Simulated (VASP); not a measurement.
# Fe (Im-3m) in VASP: notebook, part 2 of 2

VASP 6.6.1.

## 3. Single point, r2SCAN, collinear spin, ferromagnetic start (11.80 Å³/atom)

Contents of POSCAR:

```
Fe
1.0
   -1.4341180428      1.4341180428      1.4341180428
    1.4341180428     -1.4341180428      1.4341180428
    1.4341180428      1.4341180428     -1.4341180428
Fe
1
Direct
    0.0000000000      0.0000000000      0.0000000000
```

Contents of INCAR.step1:

```
SYSTEM = Fe
ALGO     = Normal         ! electronic algorithm
EDIFF    = 1E-4           ! SCF threshold, eV
ENCUT    = 520            ! plane-wave cutoff, eV
GGA      = PE             ! functional
ISMEAR   = 0              ! smearing method
ISPIN    = 2              ! spin polarisation
LASPH    = .True.         ! aspherical terms in the spheres
LCHARG   = .False.        ! write CHGCAR
LMAXMIX  = 4              ! l up to which the mixer works
LREAL    = .False.        ! projectors in reciprocal space
LWAVE    = .True.         ! write WAVECAR
MAGMOM   = 3.1            ! initial moments
NBANDS   = 14             ! bands
NELM     = 150            ! most SCF steps
PREC     = Accurate       ! precision mode
SIGMA    = 0.05           ! smearing width, eV
```

Contents of INCAR.step2:

```
SYSTEM = Fe
ALGO     = Normal         ! electronic algorithm
EDIFF    = 1E-6           ! SCF threshold, eV
ENCUT    = 520            ! plane-wave cutoff, eV
ISIF     = 2              ! what is computed and relaxed
ISMEAR   = 0              ! smearing method
ISPIN    = 2              ! spin polarisation
ISTART   = 1            
LASPH    = .True.         ! aspherical terms in the spheres
LCHARG   = .False.        ! write CHGCAR
LMAXMIX  = 4              ! l up to which the mixer works
LMIXTAU  = .True.       
LORBIT   = 11             ! projections on sites
LREAL    = .False.        ! projectors in reciprocal space
LWAVE    = .False.        ! write WAVECAR
MAGMOM   = 3.1            ! initial moments
METAGGA  = R2SCAN         ! meta-GGA
NBANDS   = 14             ! bands
NELM     = 150            ! most SCF steps
PREC     = Accurate       ! precision mode
SIGMA    = 0.05           ! smearing width, eV
```

Contents of KPOINTS:

```
k-points
0
Gamma
  22 22 22
  0 0 0
```

Potentials or basis: VASP PAW PBE potentials, release 64 (Fe).

The run is started by

```console
$ cat potpaw_PBE.64/Fe/POTCAR > POTCAR
$ cp INCAR.step1 INCAR
$ mpirun -np 1 vasp_std > vasp.out
$ cp INCAR.step2 INCAR
$ mpirun -np 1 vasp_std > vasp.out
```

Wall time 3.2 min (1 thread of AMD EPYC 9R45 (Zen 5), shared host); peak memory 0.16 GiB.

Results (log left out):

```yaml
Free_energy: -14.3594 eV
Pressure: -0.7 GPa
Net_moment: 2.66 μB per cell
Site_moments: Fe +2.73 μB
Valence_electrons_inside_the_program's_atomic_spheres: Fe 7.19
```

Levels at points of the mesh, in eV from the Fermi level:
Spin up:
```tsv
k point	band 2	band 3	band 4	band 5	band 6	band 7	band 8	band 9
(0.00, 0.00, 0.00)	-3.08	-3.08	-3.08	-1.88	-1.88	25.61	25.61	25.61
(0.50, 0.00, 0.00)	-4.07	-1.84	-1.72	-0.56	0.56	6.85	18.77	20.18
(0.50, 0.50, 0.50)	-5.30	-0.81	-0.81	-0.81	9.93	9.93	9.93	15.48
```
Spin down:
```csv
k point,band 1,band 2,band 3,band 4,band 5,band 6
"(0.00, 0.00, 0.00)",-9.11,0.37,0.37,0.37,2.56,2.56
"(0.50, 0.00, 0.00)",-3.49,-1.04,-0.01,2.39,2.85,3.41
"(0.50, 0.50, 0.50)",-2.66,-2.66,3.10,3.10,3.10,10.28
```

Caveat: the PAW data sets were made with another functional, which shifts forces and pressure a little.

## 4. Single point, r2SCAN, collinear spin, ferromagnetic start (11.89 Å³/atom)

This run uses another cell than the first one, of 11.89 Å³/atom.

Contents of POSCAR:

```
Fe
1.0
   -1.4377319081      1.4377319081      1.4377319081
    1.4377319081     -1.4377319081      1.4377319081
    1.4377319081      1.4377319081     -1.4377319081
Fe
1
Direct
    0.0000000000      0.0000000000      0.0000000000
```

Contents of INCAR.step1:

```
SYSTEM = Fe
  ALGO = Normal
  EDIFF = 1E-4
  ENCUT = 520
  GGA = PE
  ISMEAR = 0
  ISPIN = 2
  LASPH = .True.
  LCHARG = .False.
  LMAXMIX = 4
  LREAL = .False.
  LWAVE = .True.
  MAGMOM = 3.02
  NBANDS = 14
  NELM = 150
  PREC = Accurate
  SIGMA = 0.05
```

Contents of INCAR.step2:

```
SYSTEM = Fe
  ALGO = Normal
  EDIFF = 1E-7
  ENCUT = 520
  ISIF = 2
  ISMEAR = 0
  ISPIN = 2
  ISTART = 1
  LASPH = .True.
  LCHARG = .False.
  LMAXMIX = 4
  LMIXTAU = .True.
  LORBIT = 11
  LREAL = .False.
  LWAVE = .False.
  MAGMOM = 3.02
  METAGGA = R2SCAN
  NBANDS = 14
  NELM = 150
  PREC = Accurate
  SIGMA = 0.05
```

KPOINTS is that of step 3.

The run is started by

```console
$ cat potpaw_PBE.64/Fe/POTCAR > POTCAR
$ cp INCAR.step1 INCAR
$ mpirun -np 1 vasp_std > vasp.out
$ cp INCAR.step2 INCAR
$ mpirun -np 1 vasp_std > vasp.out
```

Run time: 4.7 min. Hardware: 1 thread of AMD EPYC 9R45 (Zen 5), shared host; peak memory 0.17 GiB.

It converged, with:

```
Free energy                                           : -14.3589 eV
Pressure                                              : -1.7 GPa
Net moment                                            : 2.67 μB per cell
Site moments                                          : Fe +2.74 μB
Valence electrons inside the program's atomic spheres : Fe 7.18
```

Levels at points of the mesh, in eV from the Fermi level:
Spin up:
| k point | band 2 | band 3 | band 4 | band 5 | band 6 | band 7 | band 8 | band 9 |
| --- | --- | --- | --- | --- | --- | --- | --- | --- |
| (0.00, 0.00, 0.00) | -3.09 | -3.09 | -3.09 | -1.90 | -1.90 | 25.52 | 25.52 | 25.52 |
| (0.50, 0.00, 0.00) | -4.06 | -1.86 | -1.75 | -0.60 | 0.55 | 6.77 | 18.68 | 20.04 |
| (0.50, 0.50, 0.50) | -5.28 | -0.85 | -0.85 | -0.85 | 9.86 | 9.86 | 9.86 | 15.38 |
Spin down:
```
           k point  band 1  band 2  band 3  band 4  band 5  band 6  band 7
(0.00, 0.00, 0.00)   -9.08    0.37    0.37    0.37    2.55    2.55   25.16
(0.50, 0.00, 0.00)   -3.47   -1.03   -0.03    2.38    2.83    3.38    9.07
(0.50, 0.50, 0.50)   -2.63   -2.63    3.07    3.07    3.07   10.21   10.21
```

Caveat: the PAW data sets were made with another functional, which shifts forces and pressure a little.

## 5. Single point, r2SCAN, collinear spin, antiferromagnetic start

This run uses another cell than the first one: it holds 2 atoms, not 1.

Contents of POSCAR:

```
Fe
1.0
   -1.4341180428      1.4341180428      1.4341180428
    1.4341180428     -1.4341180428      1.4341180428
    2.8682360856      2.8682360856      0.0000000000
Fe
2
Direct
    0.0000000000      0.0000000000      0.0000000000
    0.5000000000      0.5000000000      0.5000000000
```

Contents of INCAR.step1:

```
  ALGO = Normal
  EDIFF = 1E-4
  ENCUT = 520
  GGA = PE
  ISMEAR = 0
  ISPIN = 2
  LASPH = T
  LCHARG = F
  LMAXMIX = 4
  LREAL = F
  LWAVE = T
  MAGMOM = 2.5 -2.5
  NBANDS = 19
  NELM = 150
  PREC = Accurate
  SIGMA = 0.05
```

Contents of INCAR.step2:

```
  ALGO = Normal
  EDIFF = 1E-6
  ENCUT = 520
  ISIF = 2
  ISMEAR = 0
  ISPIN = 2
  ISTART = 1
  LASPH = T
  LCHARG = T
  LELF = T
  LMAXMIX = 4
  LMIXTAU = T
  LORBIT = 11
  LREAL = F
  LVHAR = T
  LWAVE = F
  MAGMOM = 2.5 -2.5
  METAGGA = R2SCAN
  NBANDS = 19
  NELM = 150
  PREC = Accurate
  SIGMA = 0.05
```

Contents of KPOINTS:

```
k-points
0
Gamma
  18 18 12
```

Potentials or basis: VASP PAW PBE potentials, release 64 (Fe).

The run is started by

```console
$ cat potpaw_PBE.64/Fe/POTCAR > POTCAR
$ cp INCAR.step1 INCAR
$ mpirun -np 1 vasp_std > vasp.out
$ cp INCAR.step2 INCAR
$ mpirun -np 1 vasp_std > vasp.out
```

OUTCAR:

```text
EDIFF = 1E-6
   ENCUT = 520
   ISIF = 2
   ISMEAR = 0
   ISPIN = 2
   ISTART = 1
   LASPH = T
   LORBIT = 11
   LREAL = F
   METAGGA = R2SCAN
   NELM = 150
   PREC = Accurate

 ion  position               nearest neighbor table
   1  0.000  0.000  0.000-   2 2.48   2 2.48   2 2.48   2 2.48   2 2.87   2 2.87   2 2.87   2 2.87

   2  0.500  0.500  0.500-   1 2.48   1 2.48   1 2.48   1 2.48   1 2.87   1 2.87   1 2.87   1 2.87

  LATTYP: Found a base centered orthorhombic cell.
[... 1307 lines left out ...]
  external PRESSURE =     -23.0348877 kB  Pullay stress =       0.0000000 kB

 VOLUME and BASIS-vectors are now :
 -----------------------------------------------------------------------------
  energy-cutoff  :      520.00
  volume of cell :       23.60
      direct lattice vectors                 reciprocal lattice vectors
    -1.434118043  1.434118043  1.434118043    -0.174323168  0.174323168  0.348646335
     1.434118043 -1.434118043  1.434118043     0.174323168 -0.174323168  0.348646335
     2.868236086  2.868236086  0.000000000     0.174323168  0.174323168  0.000000000

 POSITION                                       TOTAL-FORCE (eV/Angst)
 -----------------------------------------------------------------------------------
      0.00000      0.00000      0.00000         0.000000     -0.000000     -0.000000
      1.43412      1.43412      1.43412         0.000000      0.000000      0.000000
 -----------------------------------------------------------------------------------
    total drift:                               -0.000000      0.000000     -0.000000

  FREE ENERGIE OF THE ION-ELECTRON SYSTEM (eV)
  ---------------------------------------------------
  free  energy   TOTEN  =       -27.9836724827 eV

  energy  without entropy=      -27.9805596831  energy(sigma->0) =      -27.98211608

 total charge

# of ion       s       p       d       tot
------------------------------------------
    1        0.492   0.573   6.132   7.197
    2        0.492   0.573   6.132   7.197
--------------------------------------------------
tot          0.983   1.146  12.264  14.394

 magnetization (x)

# of ion       s       p       d       tot
------------------------------------------
    1        0.028   0.037   2.545   2.609
    2       -0.028  -0.037  -2.545  -2.609
--------------------------------------------------
tot          0.000  -0.000   0.000  -0.000
```

OUTCAR.step1:

```text
EDIFF = 1E-4
   ENCUT = 520
   GGA = PE
   ISMEAR = 0
   ISPIN = 2
[... 1330 lines left out ...]
 -----------------------------------------------------------------------------------
      0.00000      0.00000      0.00000        -0.000000      0.000000     -0.000000
      1.43412      1.43412      1.43412         0.000000     -0.000000      0.000000
 -----------------------------------------------------------------------------------
    total drift:                               -0.000000      0.000000     -0.000000

  FREE ENERGIE OF THE ION-ELECTRON SYSTEM (eV)
  ---------------------------------------------------
  free  energy   TOTEN  =       -16.0233861950 eV

  energy  without entropy=      -16.0190667312  energy(sigma->0) =      -16.02122646
```

Wall time 39 min (1 thread of Oxide Virtual Turin-like, shared host); peak memory 0.42 GiB.

Results:

```yaml
Free_energy: -27.9837 eV
Pressure: -2.3 GPa
Band_gap_on_the_k_mesh: zero (filled and empty bands overlap)
Net_moment: 0.00 μB per cell
Site_moments: Fe +2.61, -2.61 μB
Valence_electrons_inside_the_program's_atomic_spheres: Fe 7.20
```

Caveat: the antiferromagnetic order is the one typed at the start, and another may lie lower; the PAW data sets were made with another functional, which shifts forces and pressure a little.

## 6. The runs side by side

```tsv
spin	cell	k mesh	gap on the mesh (eV)	pressure (GPa)	moment (μB)
collinear, ferromagnetic start	a = 2.483 Å, angles 109.5°, 1 atom, atomic positions A	22 × 22 × 22	none	-0.5	2.66
collinear, ferromagnetic start	a = 2.484 Å, angles 109.5°, 1 atom, atomic positions A	22 × 22 × 22	none	-0.7	2.66
collinear, ferromagnetic start	a = 2.490 Å, angles 109.5°, 1 atom, atomic positions A	22 × 22 × 22	none	-1.7	2.67
collinear, antiferromagnetic start	a = 2.484, b = 2.484, c = 4.056 Å, angles 90.0, 90.0, 109.5°, 2 atoms, atomic positions B	18 × 18 × 12	none	-2.3	0.00
```

Alike in all rows: task single point; level r2SCAN; potentials or basis VASP PAW PBE potentials, release 64 (Fe); cutoff (eV) 520; smearing gaussian 0.05 eV.

Caveats: the PAW data sets were made with another functional, which shifts forces and pressure a little; the antiferromagnetic order is the one typed at the start, and another may lie lower (at least some runs).

Absolute energies hang on the potentials; compare differences alone.
